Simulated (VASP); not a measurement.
Write the native input for VASP 6.6.1 that does the following.

| Item | Value |
| --- | --- |
| Task | density of states |
| Functional | PBEsol |
| Potentials or basis | VASP PAW PBE potentials, release 64 (Ni) |
| Cutoff | 520 eV |
| k mesh | 13 × 13 × 13 |
| Occupations | fermi-dirac, width 0.05 eV |
| Spin | collinear spin, ferromagnetic start |
| Starting moments | [1.0] μB |
| Hubbard terms | Ni d U = 2.0 eV |
| Dipole correction | no |
| k mesh for the DOS | 20 × 20 × 20 |
| Occupations for the DOS | tetrahedron |
| Further INCAR settings | ALGO = Fast; EDIFF = 1e-07; NBANDS = 15 |

The system is Ni.

```
Ni
1.0
    -1.38372    1.38372    1.38372
     1.38372   -1.38372    1.38372
     1.38372    1.38372   -1.38372
Ni
1
Direct
  0.00000 0.00000 0.00000
```

These files were run (other wordings do the same):

POSCAR

```
Ni
1.0
   -1.3837154700      1.3837154700      1.3837154700
    1.3837154700     -1.3837154700      1.3837154700
    1.3837154700      1.3837154700     -1.3837154700
Ni
1
Direct
    0.0000000000      0.0000000000      0.0000000000
```

INCAR.step1

```
PREC = Accurate
ENCUT = 520
EDIFF = 1E-7
ISMEAR = -1
SIGMA = 0.05
LREAL = False
LASPH = True
NELM = 150
ALGO = Fast
ISIF = 2
LWAVE = False
LCHARG = True
ISPIN = 2
MAGMOM = 1
LMAXMIX = 4
LDAU = True
LDAUTYPE = 2
LDAUL = 2
LDAUU = 2
LDAUJ = 0
LDAUPRINT = 1
GGA = PS
NBANDS = 15
```

KPOINTS.step1

```
regular mesh
0
Gamma
  13 13 13
```

INCAR.step2

```
PREC = Accurate
ENCUT = 520
EDIFF = 1E-7
ISMEAR = -5
SIGMA = 0.05
LREAL = False
LASPH = True
NELM = 150
ALGO = Fast
ISIF = 2
LWAVE = False
LCHARG = False
ISPIN = 2
MAGMOM = 1
LORBIT = 10
LMAXMIX = 4
LDAU = True
LDAUTYPE = 2
LDAUL = 2
LDAUU = 2
LDAUJ = 0
LDAUPRINT = 1
GGA = PS
NBANDS = 15
NEDOS = 1001
ICHARG = 11
```

KPOINTS.step2

```
regular mesh
0
Gamma
  20 20 20
```

Potentials or basis: VASP PAW PBE potentials, release 64 (Ni).

Command:

```sh
$ cat potpaw_PBE.64/Ni/POTCAR > POTCAR
$ cp INCAR.step1 INCAR
$ cp KPOINTS.step1 KPOINTS
$ mpirun -np 1 vasp_std > vasp.out
$ cp INCAR.step2 INCAR
$ cp KPOINTS.step2 KPOINTS
$ mpirun -np 1 vasp_std > vasp.out
```

It gave:

```json
{
 "Net moment": "0.62 μB per cell",
 "Site moments": "Ni +0.60 μB",
 "Valence electrons inside the program's atomic spheres": "Ni 9.41"
}
```

Caveat: the U is typed as a test and isn't derived for this compound.

Run time: 2.6 min on 1 thread of Intel Xeon 8259CL (shared host), peak memory 0.22 GiB.
